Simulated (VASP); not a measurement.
# SiC (Cm) in VASP: further runs

SiC is run at these levels: r2SCAN; tasks: single point.

Everything below comes from runs of VASP 6.6.1. Logs are shortened: lines on timing, memory, paths and dates and some standing lists are left out, and cuts for length are marked.

### 1 The cell of the first run

The structure is monoclinic, space group Cm (No. 8). Conventional cell: a = 5.325 Å, b = 3.075 Å, c = 3.075 Å, α = 90.00°, β = 125.26°, γ = 90.00°. Si (site symmetry m) has 4 C at 1.83 to 1.93 Å within 2.4 Å. C (site symmetry m) has 4 Si at 1.83 to 1.93 Å within 2.4 Å.

### 2 Single point, r2SCAN

POSCAR reads:

```
SiC
1.0
    0.0000000000      2.1740000000      2.1740000000
    2.1740000000      0.0000000000      2.1740000000
    2.1740000000      2.1740000000      0.0000000000
Si C
1 1
Direct
   -0.0203285068      0.0000000000      0.0000000000
    0.7500000000      0.7500000000      0.7500000000
```

INCAR.step1 reads:

```
SYSTEM = SiC
ALGO     = Normal         ! electronic algorithm
EDIFF    = 1E-4           ! SCF threshold, eV
ENCUT    = 520            ! plane-wave cutoff, eV
GGA      = PE             ! functional
ISMEAR   = 0              ! smearing method
LASPH    = .TRUE.         ! aspherical terms in the spheres
LCHARG   = .FALSE.        ! write CHGCAR
LREAL    = .FALSE.        ! projectors in reciprocal space
LWAVE    = .TRUE.         ! write WAVECAR
NBANDS   = 11             ! bands
NELM     = 60             ! most SCF steps
PREC     = Accurate       ! precision mode
SIGMA    = 0.05           ! smearing width, eV
```

INCAR.step2 reads:

```
SYSTEM = SiC
ALGO     = Normal         ! electronic algorithm
EDIFF    = 1E-7           ! SCF threshold, eV
ENCUT    = 520            ! plane-wave cutoff, eV
ISIF     = 2              ! what is computed and relaxed
ISMEAR   = 0              ! smearing method
ISTART   = 1            
LASPH    = .TRUE.         ! aspherical terms in the spheres
LCHARG   = .FALSE.        ! write CHGCAR
LMIXTAU  = .TRUE.       
LREAL    = .FALSE.        ! projectors in reciprocal space
LWAVE    = .FALSE.        ! write WAVECAR
METAGGA  = R2SCAN         ! meta-GGA
NBANDS   = 11             ! bands
NELM     = 60             ! most SCF steps
PREC     = Accurate       ! precision mode
SIGMA    = 0.05           ! smearing width, eV
```

KPOINTS reads:

```
k-points
0
G
  12 12 12
  0 0 0
```

Potentials or basis: VASP PAW PBE potentials, release 64 (Si, C).

The run is started by

```console
$ cat potpaw_PBE.64/Si/POTCAR potpaw_PBE.64/C/POTCAR > POTCAR
$ cp INCAR.step1 INCAR
$ mpirun -np 1 vasp_std > vasp.out
$ cp INCAR.step2 INCAR
$ mpirun -np 1 vasp_std > vasp.out
```

OUTCAR:

```text
SYSTEM = SiC
   EDIFF = 1E-7
   ENCUT = 520
   ISIF = 2
   ISMEAR = 0
   ISTART = 1
   LASPH = .TRUE.
   LREAL = .FALSE.
   METAGGA = R2SCAN
   NELM = 60
   PREC = Accurate

 ion  position               nearest neighbor table
   1  0.980  0.000  0.000-   2 1.83   2 1.88   2 1.88   2 1.93
   2  0.750  0.750  0.750-   1 1.83   1 1.88   1 1.88   1 1.93

  LATTYP: Found a face centered cubic cell.
 ALAT       =     4.3480000000

  Lattice vectors:

 A1 = (   0.0000000000,   2.1740000000,   2.1740000000)
 A2 = (   2.1740000000,   0.0000000000,   2.1740000000)
 A3 = (   2.1740000000,   2.1740000000,   0.0000000000)

Analysis of symmetry for initial positions (statically):
=====================================================================
 Subroutine PRICEL returns:
 Original cell was already a primitive cell.

 Routine SETGRP: Setting up the symmetry group for a
 face centered cubic supercell.

 Subroutine GETGRP returns: Found  2 space group operations
 (whereof  2 operations were pure point group operations)
 out of a pool of 48 trial point group operations.

The static configuration has the point symmetry C_1h.

Analysis of symmetry for dynamics (positions and initial velocities):
=====================================================================
 Subroutine PRICEL returns:
 Original cell was already a primitive cell.

 Routine SETGRP: Setting up the symmetry group for a
 face centered cubic supercell.

 Subroutine GETGRP returns: Found  2 space group operations
 (whereof  2 operations were pure point group operations)
 out of a pool of 48 trial point group operations.

The dynamic configuration has the point symmetry C_1h.

 Subroutine INISYM returns: Found  2 space group operations
 (whereof  2 operations are pure point group operations),
 and found     1 'primitive' translations

----------------------------------------------------------------------------------------

                                     Primitive cell

  volume of cell :      20.5498

  direct lattice vectors                    reciprocal lattice vectors
     0.000000000  2.174000000  2.174000000    -0.229990800  0.229990800  0.229990800
     2.174000000  0.000000000  2.174000000     0.229990800 -0.229990800  0.229990800
     2.174000000  2.174000000  0.000000000     0.229990800  0.229990800 -0.229990800

  length of vectors
     3.074500285  3.074500285  3.074500285     0.398355752  0.398355752  0.398355752

  position of ions in fractional coordinates (direct lattice)
     0.979671493  0.000000000  0.000000000
     0.750000000  0.750000000  0.750000000

  ion indices of the primitive-cell ions
   primitive index   ion index
                 1           1
                 2           2

----------------------------------------------------------------------------------------

 KPOINTS: k-points

Automatic generation of k-mesh.
 Grid dimensions read from file:
 generate k-points for:   12   12   12

 Generating k-lattice:

  Cartesian coordinates                     Fractional coordinates (reciprocal lattice)
    -0.019165900  0.019165900  0.019165900     0.083333333  0.000000000  0.000000000
     0.019165900 -0.019165900  0.019165900     0.000000000  0.083333333  0.000000000
     0.019165900  0.019165900 -0.019165900     0.000000000  0.000000000  0.083333333

  Length of vectors
     0.033196313  0.033196313  0.033196313

  Shift w.r.t. Gamma in fractional coordinates (k-lattice)
     0.000000000  0.000000000  0.000000000

 Subroutine IBZKPT returns following result:
 ===========================================

 Found    476 irreducible k-points:

 Following reciprocal coordinates:
            Coordinates               Weight
  0.000000  0.000000  0.000000      1.000000
  0.083333  0.000000  0.000000      2.000000
  0.000000  0.083333  0.000000      4.000000
  0.083333  0.083333  0.083333      2.000000
  0.166667  0.000000  0.000000      2.000000
  0.000000  0.166667  0.000000      4.000000
[... 16 lines left out ...]
  0.000000  0.166667  0.083333      4.000000
  0.083333  0.000000  0.166667      4.000000
 [... further k-points ...]
   k-points           NKPTS =    476   k-points in BZ     NKDIM =    476   number of bands    NBANDS=     11
   number of dos      NEDOS =    301   number of ions     NIONS =      2
   total plane-waves  NPLWV =  13824
   dimension x,y,z NGX =    24 NGY =   24 NGZ =   24
   dimension x,y,z NGXF=    48 NGYF=   48 NGZF=   48
   ions per type =               1   1
   NGX,Y,Z   is equivalent  to a cutoff of  12.98, 12.98, 12.98 a.u.
   NGXF,Y,Z  is equivalent  to a cutoff of  25.95, 25.95, 25.95 a.u.
 SYSTEM =  SiC
   PREC   = accura    normal or accurate (medium, high low for compatibility)
   ISTART =      1    job   : 0-new  1-cont  2-samecut
   ICHARG =      0    charge: 1-file 2-atom 10-const
   ISPIN  =      1    spin polarized calculation?
   LNONCOLLINEAR =      F non collinear calculations
   LSORBIT =      F    spin-orbit coupling
   LASPH  =      T    aspherical Exc in radial PAW
   ENCUT  =  520.0 eV  38.22 Ry    6.18 a.u.   5.72  5.72  5.72*2*pi/ulx,y,z
   NELM   =     60;   NELMIN=  2; NELMDL=  0     # of ELM steps
   EDIFF  = 0.1E-06   stopping-criterion for ELM
   LREAL  =      F    real-space projection
   EDIFFG = 0.1E-05   stopping-criterion for IOM
   NSW    =      0    number of steps for IOM
   IBRION =     -1    ionic relax: 0-MD 1-quasi-New 2-CG
   NFREE  =      0    steps in history (QN), initial steepest desc. (CG)
   ISIF   =      2    stress and relaxation
   ISYM   =      2    0-nonsym 1-usesym 2-fastsym
   POTIM  = 0.5000    time-step for ionic-motion
   TEBEG  =    0.0;   TEEND  =   0.0 temperature during run
   PSTRESS=    0.0 pullay stress
   NELECT =       8.0000    total number of electrons
   NUPDOWN=      -1.0000    fix difference up-down
   EMIN   =  10.00;   EMAX   =-10.00  energy-range for DOS
   EFERMI =   0.00;   METHOD = LEGACY
   ISMEAR =     0;   SIGMA  =   0.05  broadening in eV -4-tet -1-fermi 0-gaus
   EFERMI_NEDOS =   21; number of points for ismear=-14 and -15
   IALGO  =     38    algorithm
   IMIX   =      4    mixing-type and parameters
     AMIX     =   0.40;   BMIX     =  1.00
     AMIX_MAG =   1.60;   BMIX_MAG =  1.00
  volume/ion in A,a.u.               =      10.27        69.34
  Fermi-wavevector in a.u.,A,eV,Ry     =   1.195369  2.258920 19.441458  1.428907
  Thomas-Fermi vector in A             =   2.331336
   LORBIT       =      0    0 simple, 1 ext, 2 COOP (PROOUT), +10 PAW based schemes
   METAGGA = R2SCAN    functional components
   LHFCALC =     F    Hartree Fock is set to
   AEXX    =    0.0000 exact exchange contribution
   IVDW    =     0    specifies the selected vdW correction
   LEPSILON=     F    determine dielectric tensor
   LRPA    =     F    only Hartree local field effects (RPA)
 non-spin polarized calculation
 Gauss-broadening in eV      SIGMA  =   0.05
  energy-cutoff  :      520.00
  volume of cell :       20.55
 maximum number of plane-waves:       568
   NGX = 11   NGY = 11   NGZ = 11

 number of electron       8.0000001 magnetization

 Free energy of the ion-electron system (eV)
  ---------------------------------------------------
  ext. energy  EPLUGINS =         0.00000000
  ---------------------------------------------------
  free energy    TOTEN  =       -19.28769842 eV

  energy without entropy =      -19.28769842  energy(sigma->0) =      -19.28769842

 E-fermi :   8.6468     XC(G=0): -11.9654

 val. band max:        8.3620702539   @ k =   0.0000   0.0000   0.0000
 cond. band min:       9.7677115399   @ k =   0.0000   0.5000   0.5000
 fundamental gap:      1.4056412860
 Fermi energy:         8.6468485390

 k-point     1 :       0.0000    0.0000    0.0000
  band No.  band energies     occupation
      1      -8.1782      2.00000
      2       7.7365      2.00000
      3       8.0604      2.00000
      4       8.3621      2.00000
      5      14.9594      0.00000
      6      15.8476      0.00000
      7      15.9476      0.00000
      8      16.1076      0.00000
      9      23.3038      0.00000
     10      23.3065      0.00000
     11      25.9043      0.00000

 k-point     2 :       0.0833    0.0000    0.0000
  band No.  band energies     occupation
      1      -8.0375      2.00000
      2       7.4867      2.00000
      3       7.7233      2.00000
      4       7.9664      2.00000
      5      15.2317      0.00000
      6      16.0366      0.00000
      7      16.1020      0.00000
      8      16.3049      0.00000
      9      22.6271      0.00000
     10      22.6353      0.00000
     11      25.4953      0.00000

 k-point     3 :       0.0000    0.0833    0.0000
  band No.  band energies     occupation
      1      -8.0368      2.00000
      2       7.2452      2.00000
      3       7.7380      2.00000
      4       8.2248      2.00000
      5      15.1887      0.00000
      6      15.9712      0.00000
      7      16.1466      0.00000
      8      16.3616      0.00000
      9      22.5585      0.00000
     10      22.5891      0.00000
     11      25.6414      0.00000

 k-point     4 :       0.0833    0.0833    0.0833
  band No.  band energies     occupation
      1      -8.0361      2.00000
      2       7.0320      2.00000
      3       7.9557      2.00000
      4       8.2463      2.00000
      5      15.1639      0.00000
      6      16.0213      0.00000
      7      16.1684      0.00000
      8      16.3125      0.00000
      9      22.4991      0.00000
     10      22.5245      0.00000
     11      25.7766      0.00000
[... 239 lines left out ...]
 k-point    22 :       0.1667    0.0833    0.0000
  band No.  band energies     occupation
      1      -7.6641      2.00000
      2       6.3146      2.00000
      3       7.1534      2.00000
      4       7.6049      2.00000
      5      15.0420      0.00000
      6      15.9873      0.00000
      7      17.0234      0.00000
      8      17.1493      0.00000
      9      20.5495      0.00000
     10      23.3046      0.00000
     11      25.8818      0.00000

 k-point    23 :       0.0000    0.1667    0.0833
  band No.  band energies     occupation
      1      -7.6626      2.00000
      2       6.1161      2.00000
      3       7.2701      2.00000
      4       7.7258      2.00000
      5      15.0339      0.00000
      6      15.9459      0.00000
      7      16.9919      0.00000
      8      17.2427      0.00000
      9      20.4898      0.00000
     10      23.2140      0.00000
     11      26.0550      0.00000

 k-point    24 :       0.0833    0.0000    0.1667
  band No.  band energies     occupation
      1      -7.6619      2.00000
      2       6.0876      2.00000
      3       7.1518      2.00000
      4       7.8911      2.00000
      5      15.0499      0.00000
      6      15.8489      0.00000
      7      17.0862      0.00000
      8      17.2457      0.00000
      9      20.4804      0.00000
     10      23.1622      0.00000
     11      25.9852      0.00000

 [... further k-points ...]
[... 5 lines left out ...]
  --------------------------------------------------------------------------------------
  -------------------------------------------------------------------------------------
  Total        0.2400231      0.1919072      0.1919072      0.3522462      0.0769597      0.3522463
  in kB       18.7135008     14.9621232     14.9621232     27.4630219      6.0001923     27.4630250
  external PRESSURE =      16.2125824 kB  Pullay stress =       0.0000000 kB

 VOLUME and BASIS-vectors are now :
 -----------------------------------------------------------------------------
  energy-cutoff  :      520.00
  volume of cell :       20.55
      direct lattice vectors                 reciprocal lattice vectors
     0.000000000  2.174000000  2.174000000    -0.229990800  0.229990800  0.229990800
     2.174000000  0.000000000  2.174000000     0.229990800 -0.229990800  0.229990800
     2.174000000  2.174000000  0.000000000     0.229990800  0.229990800 -0.229990800

 POSITION                                       TOTAL-FORCE (eV/Angst)
 -----------------------------------------------------------------------------------
      0.00000      2.12981      2.12981         0.138382      0.883582      0.883582
      3.26100      3.26100      3.26100        -0.138382     -0.883582     -0.883582
 -----------------------------------------------------------------------------------
    total drift:                                0.000111      0.000080      0.000080

  FREE ENERGIE OF THE ION-ELECTRON SYSTEM (eV)
  ---------------------------------------------------
  free  energy   TOTEN  =       -19.2876984177 eV

  energy  without entropy=      -19.2876984177  energy(sigma->0) =      -19.28769842
```

It took 5.7 min on 1 thread of Intel Xeon 8259CL, shared host; peak memory 0.22 GiB.

What came out:

```
Free energy            : -19.2877 eV
Pressure               : 1.6 GPa
Largest force          : 1.257 eV/Å
Band gap on the k mesh : 1.41 eV, indirect (least direct gap 4.94 eV)
```

Forces on the atoms (eV/Å):
```
Si   0.138  0.884  0.884
C   -0.138 -0.884 -0.884
```

Caveat: the cell differs from its parent crystal (all Si atoms moved +0.062 Å, as atom 1 towards its neighbour atom 1 (Si) at 3.075 Å); the PAW data sets were made with another functional, which shifts forces and pressure a little. A k mesh can miss the band edges.

### 3 Single point, r2SCAN

Edit POSCAR of step 2 so:

```diff
@@ -8,3 +8,3 @@
 Direct
-   -0.0203285068      0.0000000000      0.0000000000
+   -0.0406570136      0.0000000000      0.0000000000
     0.7500000000      0.7500000000      0.7500000000
```

INCAR.step1 reads:

```
  PREC = Accurate
  ENCUT = 520
  ISMEAR = 0
  SIGMA = 0.05
  LREAL = False
  LASPH = True
  NELM = 60
  NBANDS = 11
  GGA = PE
  ALGO = Normal
  EDIFF = 1E-4
  LWAVE = True
  LCHARG = False
```

INCAR.step2 reads:

```
  PREC = Accurate
  ENCUT = 520
  EDIFF = 1E-6
  ISMEAR = 0
  SIGMA = 0.05
  LREAL = False
  LASPH = True
  NELM = 60
  ALGO = Normal
  ISIF = 2
  LWAVE = False
  LCHARG = False
  METAGGA = R2SCAN
  LMIXTAU = True
  NBANDS = 11
  ISTART = 1
```

KPOINTS reads:

```
Automatic mesh
0
Gamma
  12 12 12
```

Potentials or basis: VASP PAW PBE potentials, release 64 (Si, C).

The run is started by

```console
$ cat potpaw_PBE.64/Si/POTCAR potpaw_PBE.64/C/POTCAR > POTCAR
$ cp INCAR.step1 INCAR
$ mpirun -np 1 vasp_std > vasp.out
$ cp INCAR.step2 INCAR
$ mpirun -np 1 vasp_std > vasp.out
```

Wall time 3.1 min (1 thread of Intel Xeon Platinum 8488C (Sapphire Rapids), shared host); peak memory 0.22 GiB.

The run converged. Its results:

```
Free energy            : -19.1701 eV
Pressure               : 3.1 GPa
Largest force          : 2.581 eV/Å
Band gap on the k mesh : 1.10 eV, indirect (least direct gap 4.80 eV)
```

Forces in eV/Å, atoms in the order of the input:
```
Si   0.556  1.782  1.782
C   -0.556 -1.782 -1.782
```

Stress tensor (GPa, compression positive):
```
4.11 5.67 5.67
5.67 2.55 2.38
5.67 2.38 2.55
```

Levels at points of the mesh, in eV from the valence-band top:
```tsv
k point	band 1	band 2	band 3	band 4	band 5	band 6	band 7	band 8	band 9
(0.00, 0.00, 0.00)	-16.82	-1.23	-0.57	0.00	6.26	7.15	7.28	7.64	14.65
(0.50, 0.00, 0.00)	-13.31	-9.09	-2.18	-1.58	5.47	6.69	7.38	10.39	16.85
(0.00, 0.50, 0.00)	-13.19	-9.43	-2.17	-1.18	5.37	6.64	7.78	10.39	16.74
(0.50, 0.50, 0.50)	-13.04	-9.80	-1.78	-1.24	5.43	7.06	7.71	10.33	16.58
(0.50, 0.50, 0.00)	-11.73	-8.65	-4.15	-3.69	1.11	4.24	14.60	14.70	15.38
(0.00, 0.50, 0.50)	-11.72	-8.69	-3.92	-3.84	1.10	4.18	14.64	14.69	15.42
```

Caveat: the cell differs from its parent crystal (all Si atoms moved +0.125 Å, as atom 1 towards its neighbour atom 1 (Si) at 3.075 Å); the PAW data sets were made with another functional, which shifts forces and pressure a little.
